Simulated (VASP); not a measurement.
# LiH2 (R3m) in VASP: further runs

LiH2 is run at these levels: PBE; tasks: single point, relaxation of cell and atoms.

Program: VASP 6.6.1. These are calculated values, not measurements. Logs are shortened: lines on timing, memory, paths and dates and some standing lists are left out, and cuts for length are marked.

## Step 1: The cell of the first run

The structure is trigonal, space group R3m (No. 160). Conventional cell: a = 3.187 Å, b = 3.187 Å, c = 7.727 Å, α = 90.00°, β = 90.00°, γ = 120.00°. Li (site symmetry 3m) has 7 H at 1.88 to 2.20 Å within 2.5 Å. Within 1.4 Å of H (site symmetry 3m) lie 1 H at 1.07 Å. H (site symmetry 3m) has 1 H at 1.07 Å within 1.4 Å.

## Step 2: Single point, PBE

File INCAR:

```
SYSTEM = LiH2
PREC = Accurate
ENCUT = 520
EDIFF = 1E-6
ISMEAR = 0
SIGMA = 0.1
LREAL = .FALSE.
LASPH = .TRUE.
NELM = 60
ALGO = Normal
ISIF = 2
LWAVE = .FALSE.
LCHARG = .FALSE.
GGA = PE
NBANDS = 10
```

File KPOINTS:

```
regular mesh
0
G
  18 18 18
  0 0 0
```

File POSCAR:

```
LiH2
1.0
    1.5937324040      0.9201418325      2.5757992375
   -1.5937324040      0.9201418325      2.5757992375
    0.0000000000     -1.8402836650      2.5757992375
Li H
1 2
Direct
    0.0141313384      0.0141313384      0.0141313384
    0.7290252106      0.7290252106      0.7290252106
    0.5901434510      0.5901434510      0.5901434510
```

Potentials or basis: VASP PAW PBE potentials, release 64 (Li_sv, H).

Command:

```console
> cat potpaw_PBE.64/Li_sv/POTCAR potpaw_PBE.64/H/POTCAR > POTCAR
> mpirun -np 1 vasp_std > vasp.out
```

OUTCAR:

```text
SYSTEM = LiH2
   PREC = Accurate
   ENCUT = 520
   EDIFF = 1E-6
   ISMEAR = 0
   LREAL = .FALSE.
   LASPH = .TRUE.
   NELM = 60
   ISIF = 2
   GGA = PE

 ion  position               nearest neighbor table
   1  0.014  0.014  0.014-
   2  0.729  0.729  0.729-
   3  0.590  0.590  0.590-

  LATTYP: Found a trigonal (rhomboedric) cell.
 ALAT       =     3.1656572271
 COS(alpha) =     0.4930874718

  Lattice vectors:

 A1 = (   1.5937324040,   0.9201418325,   2.5757992375)
 A2 = (  -1.5937324040,   0.9201418325,   2.5757992375)
 A3 = (   0.0000000000,  -1.8402836650,   2.5757992375)

Analysis of symmetry for initial positions (statically):
=====================================================================
 Subroutine PRICEL returns:
 Original cell was already a primitive cell.

 Routine SETGRP: Setting up the symmetry group for a
 trigonal (rhombohedral) supercell.

 Subroutine GETGRP returns: Found  6 space group operations
 (whereof  6 operations were pure point group operations)
 out of a pool of 12 trial point group operations.

The static configuration has the point symmetry C_3v.

Analysis of symmetry for dynamics (positions and initial velocities):
=====================================================================
 Subroutine PRICEL returns:
 Original cell was already a primitive cell.

 Routine SETGRP: Setting up the symmetry group for a
 trigonal (rhombohedral) supercell.

 Subroutine GETGRP returns: Found  6 space group operations
 (whereof  6 operations were pure point group operations)
 out of a pool of 12 trial point group operations.

The dynamic configuration has the point symmetry C_3v.

 Subroutine INISYM returns: Found  6 space group operations
 (whereof  6 operations are pure point group operations),
 and found     1 'primitive' translations

----------------------------------------------------------------------------------------

                                     Primitive cell

  volume of cell :      22.6638

  direct lattice vectors                    reciprocal lattice vectors
     1.593732404  0.920141833  2.575799238     0.313728954  0.181131496  0.129409672
    -1.593732404  0.920141833  2.575799238    -0.313728954  0.181131496  0.129409672
     0.000000000 -1.840283665  2.575799238     0.000000000 -0.362262992  0.129409672

  length of vectors
     3.165657227  3.165657227  3.165657227     0.384683426  0.384683426  0.384683426

  position of ions in fractional coordinates (direct lattice)
     0.014131338  0.014131338  0.014131338
     0.729025211  0.729025211  0.729025211
     0.590143451  0.590143451  0.590143451

  ion indices of the primitive-cell ions
   primitive index   ion index
                 1           1
                 2           2
                 3           3

----------------------------------------------------------------------------------------

 KPOINTS: regular mesh

Automatic generation of k-mesh.
 Grid dimensions read from file:
 generate k-points for:   18   18   18

 Generating k-lattice:

  Cartesian coordinates                     Fractional coordinates (reciprocal lattice)
     0.017429386  0.010062861  0.007189426     0.055555556  0.000000000  0.000000000
    -0.017429386  0.010062861  0.007189426     0.000000000  0.055555556  0.000000000
     0.000000000 -0.020125722  0.007189426     0.000000000  0.000000000  0.055555556

  Length of vectors
     0.021371301  0.021371301  0.021371301

  Shift w.r.t. Gamma in fractional coordinates (k-lattice)
     0.000000000  0.000000000  0.000000000

 Subroutine IBZKPT returns following result:
 ===========================================

 Found    580 irreducible k-points:

 Following reciprocal coordinates:
            Coordinates               Weight
  0.000000  0.000000  0.000000      1.000000
  0.055556  0.000000 -0.000000      6.000000
  0.111111  0.000000 -0.000000      6.000000
  0.166667  0.000000 -0.000000      6.000000
  0.222222 -0.000000  0.000000      6.000000
  0.277778  0.000000 -0.000000      6.000000
[... 16 lines left out ...]
 -0.277778  0.055556 -0.000000     12.000000
 -0.222222  0.055556 -0.000000     12.000000
 [... further k-points ...]
   k-points           NKPTS =    580   k-points in BZ     NKDIM =    580   number of bands    NBANDS=     10
   number of dos      NEDOS =    301   number of ions     NIONS =      3
   total plane-waves  NPLWV =  13824
   dimension x,y,z NGX =    24 NGY =   24 NGZ =   24
   dimension x,y,z NGXF=    48 NGYF=   48 NGZF=   48
   ions per type =               1   2
   NGX,Y,Z   is equivalent  to a cutoff of  12.60, 12.60, 12.60 a.u.
   NGXF,Y,Z  is equivalent  to a cutoff of  25.21, 25.21, 25.21 a.u.
 SYSTEM =  LiH2
   PREC   = accura    normal or accurate (medium, high low for compatibility)
   ISTART =      0    job   : 0-new  1-cont  2-samecut
   ICHARG =      2    charge: 1-file 2-atom 10-const
   ISPIN  =      1    spin polarized calculation?
   LNONCOLLINEAR =      F non collinear calculations
   LSORBIT =      F    spin-orbit coupling
   LASPH  =      T    aspherical Exc in radial PAW
   ENCUT  =  520.0 eV  38.22 Ry    6.18 a.u.   5.89  5.89  5.89*2*pi/ulx,y,z
   NELM   =     60;   NELMIN=  2; NELMDL= -5     # of ELM steps
   EDIFF  = 0.1E-05   stopping-criterion for ELM
   LREAL  =      F    real-space projection
[... 7 lines left out ...]
   TEBEG  =    0.0;   TEEND  =   0.0 temperature during run
   PSTRESS=    0.0 pullay stress
   NELECT =       5.0000    total number of electrons
   NUPDOWN=      -1.0000    fix difference up-down
   EMIN   =  10.00;   EMAX   =-10.00  energy-range for DOS
   EFERMI =   0.00;   METHOD = LEGACY
   ISMEAR =     0;   SIGMA  =   0.10  broadening in eV -4-tet -1-fermi 0-gaus
   EFERMI_NEDOS =   21; number of points for ismear=-14 and -15
   IALGO  =     38    algorithm
   IMIX   =      4    mixing-type and parameters
     AMIX     =   0.40;   BMIX     =  1.00
     AMIX_MAG =   1.60;   BMIX_MAG =  1.00
  volume/ion in A,a.u.               =       7.55        50.98
  Fermi-wavevector in a.u.,A,eV,Ry     =   0.989207  1.869329 13.313706  0.978530
  Thomas-Fermi vector in A             =   2.120789
   LORBIT       =      0    0 simple, 1 ext, 2 COOP (PROOUT), +10 PAW based schemes
   GGA     = PE    functional components
   LHFCALC =     F    Hartree Fock is set to
   AEXX    =    0.0000 exact exchange contribution
   IVDW    =     0    specifies the selected vdW correction
   LEPSILON=     F    determine dielectric tensor
   LRPA    =     F    only Hartree local field effects (RPA)
 non-spin polarized calculation
 Gauss-broadening in eV      SIGMA  =   0.10
  energy-cutoff  :      520.00
  volume of cell :       22.66
 maximum number of plane-waves:       628
   NGX = 11   NGY = 11   NGZ = 11

 number of electron       4.9999999 magnetization

 Free energy of the ion-electron system (eV)
  ---------------------------------------------------
  ext. energy  EPLUGINS =         0.00000000
  ---------------------------------------------------
  free energy    TOTEN  =        -8.00651931 eV

  energy without entropy =       -8.00312232  energy(sigma->0) =       -8.00482082

 E-fermi :   1.8873     XC(G=0):  -8.2975

 val. band max:        1.8848057173   @ k =  -0.3889   0.1111   0.0556
 cond. band min:       1.8936558143   @ k =  -0.3889   0.2778   0.0000
 fundamental gap:      0.0088500970
 Fermi energy:         1.8873288931

 k-point     1 :       0.0000    0.0000    0.0000
  band No.  band energies     occupation
      1     -45.0164      2.00000
      2      -7.9923      2.00000
      3       8.1712      0.00000
      4       9.1046      0.00000
      5      13.1553      0.00000
      6      13.1553      0.00000
      7      15.3518      0.00000
      8      16.2625      0.00000
      9      16.2625      0.00000
     10      17.9092      0.00000

 k-point     2 :       0.0556    0.0000   -0.0000
  band No.  band energies     occupation
      1     -45.0160      2.00000
      2      -7.9539      2.00000
      3       7.9228      0.00000
      4       9.0909      0.00000
      5      12.7955      0.00000
      6      13.0069      0.00000
      7      15.0726      0.00000
      8      16.5242      0.00000
      9      16.9315      0.00000
     10      18.2064      0.00000

 k-point     3 :       0.1111    0.0000   -0.0000
  band No.  band energies     occupation
      1     -45.0147      2.00000
      2      -7.8404      2.00000
      3       7.2411      0.00000
      4       9.0195      0.00000
      5      12.1119      0.00000
      6      12.6732      0.00000
      7      14.9552      0.00000
      8      17.1738      0.00000
      9      17.4195      0.00000
     10      19.4292      0.00000

 k-point     4 :       0.1667    0.0000   -0.0000
  band No.  band energies     occupation
      1     -45.0127      2.00000
      2      -7.6566      2.00000
      3       6.2618      0.00000
      4       8.8730      0.00000
      5      11.5479      0.00000
      6      12.3086      0.00000
      7      14.8791      0.00000
      8      17.6979      0.00000
      9      17.8394      0.00000
     10      19.3851      0.00000
[... 222 lines left out ...]
 k-point    22 :      -0.3333    0.0556    0.0000
  band No.  band energies     occupation
      1     -45.0047      2.00000
      2      -6.6996      2.00000
      3       2.8645      0.00000
      4       7.8621      0.00000
      5      10.4647      0.00000
      6      11.7240      0.00000
      7      13.7523      0.00000
      8      16.4122      0.00000
      9      18.0677      0.00000
     10      21.6336      0.00000

 k-point    23 :      -0.2778    0.0556   -0.0000
  band No.  band energies     occupation
      1     -45.0069      2.00000
      2      -7.0055      2.00000
      3       3.8370      0.00000
      4       7.9940      0.00000
      5      10.5969      0.00000
      6      11.9329      0.00000
      7      14.0419      0.00000
      8      16.7775      0.00000
      9      18.2014      0.00000
     10      20.2982      0.00000

 k-point    24 :      -0.2222    0.0556   -0.0000
  band No.  band energies     occupation
      1     -45.0093      2.00000
      2      -7.3026      2.00000
      3       4.9622      0.00000
      4       8.1343      0.00000
      5      10.8157      0.00000
      6      12.1806      0.00000
      7      14.3340      0.00000
      8      17.1460      0.00000
      9      18.5404      0.00000
     10      19.2778      0.00000

 [... further k-points ...]

------------------------ aborting loop because EDIFF is reached ----------------------------------------

  FORCE on cell =-STRESS in cart. coord.  units (eV):
  Direction    XX          YY          ZZ          XY          YZ          ZX
  --------------------------------------------------------------------------------------
  -------------------------------------------------------------------------------------
  Total       -0.0356250     -0.0356250     -0.0352855      0.0000000      0.0000000      0.0000000
  in kB       -2.5184447     -2.5184447     -2.4944423      0.0000000      0.0000000      0.0000000
  external PRESSURE =      -2.5104439 kB  Pullay stress =       0.0000000 kB

 VOLUME and BASIS-vectors are now :
 -----------------------------------------------------------------------------
  energy-cutoff  :      520.00
  volume of cell :       22.66
      direct lattice vectors                 reciprocal lattice vectors
     1.593732404  0.920141833  2.575799238     0.313728954  0.181131496  0.129409672
    -1.593732404  0.920141833  2.575799238    -0.313728954  0.181131496  0.129409672
     0.000000000 -1.840283665  2.575799238     0.000000000 -0.362262992  0.129409672

 POSITION                                       TOTAL-FORCE (eV/Angst)
 -----------------------------------------------------------------------------------
      0.00000      0.00000      0.10920         0.000000      0.000000     -0.000507
      0.00000      0.00000      5.63347         0.000000     -0.000000     -0.007327
      0.00000      0.00000      4.56027         0.000000     -0.000000      0.007833
 -----------------------------------------------------------------------------------
    total drift:                                0.000000      0.000000     -0.000271

  FREE ENERGIE OF THE ION-ELECTRON SYSTEM (eV)
  ---------------------------------------------------
  free  energy   TOTEN  =        -8.0065193145 eV

  energy  without entropy=       -8.0031223156  energy(sigma->0) =       -8.00482082
```

It took 49 s on 1 thread of AMD EPYC 9R45 (Zen 5), shared host; peak memory 0.19 GiB.

What came out:

```yaml
Free_energy: -8.0065 eV
Largest_force: 0.008 eV/Å
Band_gap_on_the_k_mesh: zero (an odd number of electrons rules out a gap without spin polarisation)
```

Forces in eV/Å, atoms in the order of the input:
```
Li   0.000  0.000 -0.001
H    0.000  0.000 -0.007
H    0.000  0.000  0.008
```

Levels at points of the mesh, in eV from the Fermi level:
```tsv
k point	band 1	band 2	band 3	band 4	band 5	band 6	band 7	band 8
(0.00, 0.00, 0.00)	-46.90	-9.88	6.28	7.22	11.27	11.27	13.46	14.38
(0.50, 0.00, 0.00)	-46.89	-8.13	-0.34	6.12	8.67	9.51	11.75	13.17
(0.50, 0.50, 0.00)	-46.89	-7.01	-0.91	4.79	5.52	5.97	10.45	21.58
(0.50, 0.50, 0.50)	-46.89	-6.58	-3.88	8.32	9.75	9.75	12.49	12.49
```

Caveat: the cutoff is under 1.25 times the usual one of these potentials, so pressure, stress and relaxed cells hold a basis-set (Pulay) error.

## Step 3: Relaxation of cell and atoms, PBE

This run uses another cell than the first one, of 7.64 Å³/atom.

File INCAR:

```
SYSTEM = LiH2
ALGO = Normal ; EDIFF = 1E-6
EDIFFG = -0.01 ; ENCUT = 600
GGA = PE ; IBRION = 2
ISIF = 3 ; ISMEAR = 0
LASPH = .TRUE. ; LCHARG = .FALSE.
LREAL = .FALSE. ; LWAVE = .FALSE.
NELM = 80 ; NSW = 100
PREC = Accurate ; SIGMA = 0.1
```

File KPOINTS:

```
k-points
0
G
  18 18 18
  0 0 0
```

File POSCAR:

```
LiH2
1.0
    1.5962891052      0.9216179446      2.5973207601
   -1.5962891052      0.9216179446      2.5973207601
    0.0000000000     -1.8432358892      2.5973207601
Li H
1 2
Direct
    0.0125437422      0.0125437422      0.0125437422
    0.7282521481      0.7282521481      0.7282521481
    0.5925041097      0.5925041097      0.5925041097
```

Potentials or basis: VASP PAW PBE potentials, release 64 (Li_sv, H).

Command:

```console
> cat potpaw_PBE.64/Li_sv/POTCAR potpaw_PBE.64/H/POTCAR > POTCAR
> mpirun -np 1 vasp_std > vasp.out
```

OUTCAR:

```text
SYSTEM = LiH2
   EDIFF = 1E-6
   EDIFFG = -0.01
   ENCUT = 600
   GGA = PE
   IBRION = 2
   ISIF = 3
   ISMEAR = 0
   LASPH = .TRUE.
   LREAL = .FALSE.
   NELM = 80
   NSW = 100
   PREC = Accurate

 ion  position               nearest neighbor table
   1  0.013  0.013  0.013-
   2  0.728  0.728  0.728-
   3  0.593  0.593  0.593-

  LATTYP: Found a trigonal (rhomboedric) cell.
 ALAT       =     3.1849008892
 COS(alpha) =     0.4975865577

  Lattice vectors:

 A1 = (   1.5962891052,   0.9216179446,   2.5973207601)
 A2 = (  -1.5962891052,   0.9216179446,   2.5973207601)
 A3 = (   0.0000000000,  -1.8432358892,   2.5973207601)

Analysis of symmetry for initial positions (statically):
=====================================================================
[... 370 lines left out ...]

 E-fermi :   1.9048     XC(G=0):  -8.3194

 val. band max:        1.9000872477   @ k =  -0.3889   0.1111   0.0556
 cond. band min:       1.9096024689   @ k =  -0.3889   0.2778  -0.0000
 fundamental gap:      0.0095152212
 Fermi energy:         1.9048345594

 k-point     1 :       0.0000    0.0000    0.0000
  band No.  band energies     occupation
      1     -44.9758      2.00000
      2      -7.9874      2.00000
      3       8.2212      0.00000
      4       9.2047      0.00000
      5      13.2344      0.00000
      6      13.2344      0.00000
[... 199 lines left out ...]
 k-point    24 :      -0.2222    0.0556   -0.0000
  band No.  band energies     occupation
      1     -44.9687      2.00000
      2      -7.2937      2.00000
      3       5.0027      0.00000
      4       8.1858      0.00000
      5      10.9005      0.00000
      6      12.2624      0.00000

 [... further k-points ...]

------------------------ aborting loop because EDIFF is reached ----------------------------------------

  FORCE on cell =-STRESS in cart. coord.  units (eV):
  Direction    XX          YY          ZZ          XY          YZ          ZX
  --------------------------------------------------------------------------------------
  -------------------------------------------------------------------------------------
  Total       -0.0065724     -0.0065724      0.0043266      0.0000000      0.0000000     -0.0000000
  in kB       -0.4677865     -0.4677865      0.3079403      0.0000000      0.0000000     -0.0000000
  external PRESSURE =      -0.2092109 kB  Pullay stress =       0.0000000 kB
[... 18 lines left out ...]
  FREE ENERGIE OF THE ION-ELECTRON SYSTEM (eV)
  ---------------------------------------------------
  free  energy   TOTEN  =        -8.0072517740 eV

  energy  without entropy=       -8.0038482803  energy(sigma->0) =       -8.00555003

 reached required accuracy - stopping structural energy minimisation
```

Run time: 7.3 min. Hardware: 1 thread of Intel Xeon 8259CL, shared host; peak memory 0.23 GiB.

What came out:

- Free energy: -8.0073 eV
- Relaxed volume: 7.50 Å³/atom
- Relaxed cell: a = 3.158 Å, b = 3.158 Å, c = 3.158 Å, α = 60.48°, β = 60.48°, γ = 60.48°
- Space group after relaxing (to 0.1 Å): R3m (No. 160)
- Energy gained by relaxing: 0.2 meV/atom
- Ionic steps: 6
- Pressure after relaxing: 0.0 GPa
- Largest force after relaxing: 0.009 eV/Å
- Band gap on the k mesh: zero (an odd number of electrons rules out a gap without spin polarisation)

Forces on the atoms (eV/Å):
```
Li   0.000  0.000  0.009
H    0.000  0.000 -0.007
H    0.000  0.000 -0.002
```

Stress tensor (GPa, compression positive):
```
-0.05  0.00  0.00
 0.00 -0.05  0.00
 0.00  0.00  0.03
```

Step by step:
```
step  energy change (eV)  largest force (eV/Å)  pressure (GPa)  volume (Å³)
   1              0.0000                0.0241           -0.21        22.93
   2             -0.0001                0.0234           -0.19        22.89
   3             -0.0004                0.0209           -0.14        22.80
   4             -0.0006                0.0163           -0.01        22.60
   5             -0.0007                0.0142            0.05        22.52
   6             -0.0007                0.0089           -0.02        22.51
```

Final structure:
```
Li H
1.0
     1.59045    0.91825    2.56895
    -1.59045    0.91825    2.56895
     0.00000   -1.83650    2.56895
Li H
1 2
Direct
  0.01345 0.01345 0.01345
  0.72967 0.72967 0.72967
  0.59017 0.59017 0.59017
```

Caveat: the cutoff is under 1.25 times the usual one of these potentials, so pressure, stress and relaxed cells hold a basis-set (Pulay) error.
